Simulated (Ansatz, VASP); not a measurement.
Two plane-wave programs on V2BN

File INCAR:

```
ALGO = Normal
EDIFF = 1E-6
ENCUT = 520
GGA = PE
ISIF = 2
ISMEAR = 0
ISPIN = 2
LASPH = T
LCHARG = T
LELF = T
LMAXMIX = 4
LORBIT = 11
LREAL = F
LVHAR = T
LWAVE = F
MAGMOM = 2 2 0 0
NBANDS = 29
NELM = 150
PREC = Accurate
SIGMA = 0.1
```

KPOINTS

```
k-points
0
Gamma
  6 6 4
```

The input POSCAR:

```
V2BN
1.0
    3.2032379500      0.0000000000      0.0000000000
    0.0000000000      3.2032379500      0.0000000000
    0.0000000000      0.0000000000      4.3302060400
V B N
2 1 1
Direct
    0.0000000000      0.0000000000      0.2033193000
    0.0000000000      0.0000000000      0.7966807000
    0.5000000000      0.5000000000      0.5000000000
    0.0000000000      0.0000000000      0.5000000000
```

Input for Ansatz:

```yaml
crystal:
  lattice:
    - [3.20323795, 0.0, 0.0]
    - [0.0, 3.20323795, 0.0]
    - [0.0, 0.0, 4.33020604]
  atoms:
    - { symbol: V, position: [0.0, 0.0, 0.2033193], spin: 2.0 }
    - { symbol: V, position: [0.0, 0.0, 0.7966807], spin: 2.0 }
    - { symbol: B, position: [0.5, 0.5, 0.5] }
    - { symbol: "N", position: [0.0, 0.0, 0.5] }
basis:
  ecutwfc: 420
kpoints:
  mp_grid: { grid: [6, 6, 4] }
hamiltonian:
  xc: pbe
scf:
  occupations: { method: gaussian, width: 0.1 }
  lower_state_search: "off"
output:
  forces: true
  stress: true
  eigenvalues: true
  populations: true
magnetization:
  spin_polarized: true
```

Alike in both runs: task single point; functional PBE; k mesh 6 × 6 × 4; occupations gaussian, width 0.1 eV; collinear spin.

|  | VASP | Ansatz |
| --- | --- | --- |
| version | VASP 6.6.1 | Ansatz 0.2.0 |
| potentials or method | VASP PAW PBE potentials, release 64 (V_sv, B, N), cutoff 520 eV | scalar-relativistic, plane waves, PAW |
| valence electrons in the cell | 34 | 34 |

VASP gave:

* gap on the k mesh at the Fermi level (eV): none
* rms of the force components (eV/Å): 12.751
* net moment per atom (μB): 0.00

**Question.** Estimate Ansatz's values.

**Answer.** gap on the k mesh at the Fermi level (eV): none; rms of the force components (eV/Å): 11.398; net moment per atom (μB): 0.00.

Atom by atom the forces differ by 1.353 eV/Å (rms over components). A gap of «none» marks a metal or a gap that the smearing closes. With one functional, cell and mesh, what is left measures potentials, basis and numerics. Ansatz's warnings: seeded moment not kept.

The k mesh is coarse, so the values compare programs but aren't converged.
